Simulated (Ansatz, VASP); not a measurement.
**InSe in VASP and in Ansatz**

File INCAR:

```
ALGO = Normal
EDIFF = 1E-6
EDIFFG = -0.04
ENCUT = 600
GGA = PE
IBRION = 2
ISIF = 3
ISMEAR = 0
LASPH = T
LCHARG = F
LREAL = F
LWAVE = F
NELM = 100
NSW = 90
PREC = Accurate
SIGMA = 0.1
```

Contents of KPOINTS:

```
k-points
0
Gamma
  4 4 4
```

POSCAR

```
InSe
1.0
    4.0195240465      0.0000000000      0.0000000000
    0.0000000000      4.0195240465      0.0000000000
    0.0000000000      0.0000000000      4.0195240465
In Se
1 1
Direct
    0.0000000000      0.0000000000      0.0000000000
    0.5000000000      0.5000000000      0.5000000000
```

Input for Ansatz:

```yaml
crystal:
  lattice:
    - [4.0195240465, 0.0, 0.0]
    - [0.0, 4.0195240465, 0.0]
    - [0.0, 0.0, 4.0195240465]
  atoms:
    - { symbol: In, position: [0.0, 0.0, 0.0] }
    - { symbol: Se, position: [0.5, 0.5, 0.5] }
basis:
  ecutwfc: 420
kpoints:
  mp_grid: { grid: [4, 4, 4] }
hamiltonian:
  xc: pbe
scf:
  occupations: { method: gaussian, width: 0.1 }
  lower_state_search: "off"
output:
  forces: true
  stress: true
  eigenvalues: true
relax:
  adjacent_minimum: "off"
  f_tol: 0.04
  max_steps: 70
  cell: { stress_tol: 0.4 }
```

Alike in both runs: task relaxation of cell and atoms; functional PBE; k mesh 4 × 4 × 4; occupations gaussian, width 0.1 eV; no spin polarisation.

|  | VASP | Ansatz |
| --- | --- | --- |
| version | VASP 6.6.1 | Ansatz 0.2.0 |
| potentials or method | VASP PAW PBE potentials, release 64 (In_d, Se), cutoff 600 eV | scalar-relativistic, plane waves, PAW |
| valence electrons in the cell | 19 | 29 |

Ansatz gave:

* gap on the k mesh at the Fermi level, each at its own relaxed structure (eV): none
* relaxed volume (Å³/atom): 24.99
* relaxed length of the cell vector where the two differ most in proportion (Å): 3.683

**Question.** Estimate VASP's values.

**Answer.** gap on the k mesh at the Fermi level, each at its own relaxed structure (eV): none; relaxed volume (Å³/atom): 24.86; relaxed length of the cell vector where the two differ most in proportion (Å): 3.677.

A gap of «none» marks a metal or a gap that the smearing closes. VASP's potentials hold 19 valence electrons a cell and Ansatz's 29, so a difference there can come from the potentials and not from the codes.

The k mesh is coarse, so the values compare programs but aren't converged. Noted on VASP's run: the volume moved by over 15 % at a fixed basis, so the end points are rough.
